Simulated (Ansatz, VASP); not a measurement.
One calculation of As, two programs

```
CELL_PARAMETERS angstrom
0.00000 3.00680 3.00680
3.00680 0.00000 3.00680
3.00680 3.00680 0.00000
ATOMIC_POSITIONS crystal
As 0.00000 0.00000 0.00000
As 0.25000 0.25000 0.25000
```

Alike in both runs: functional PBEsol; k mesh 16 × 16 × 16; occupations gaussian, width 0.1 eV; no spin polarisation.

Ansatz relaxed the structure, and its values are those at the end. VASP's run is a single point on that final structure, the one shown.

|  | VASP | Ansatz |
| --- | --- | --- |
| version | VASP 6.6.1 | Ansatz 0.2.0 |
| potentials or method | VASP PAW PBE potentials, release 64 (As), cutoff 520 eV | scalar-relativistic, plane waves, PAW |
| valence electrons in the cell | 10 | 30 |

Ansatz gave:

```
gap on the k mesh at the Fermi level (eV) : none
pressure (GPa)                            : 0.0
```

Problem. Which values does VASP return?

Solution. gap on the k mesh at the Fermi level (eV): none; pressure (GPa): 0.2.

VASP's potentials were made for PBE, not for PBEsol. A gap of «none» marks a metal or a gap that the smearing closes. With one functional, cell and mesh, what is left measures potentials, basis and numerics. VASP's potentials hold 10 valence electrons a cell and Ansatz's 30, so a difference there can come from the potentials and not from the codes.
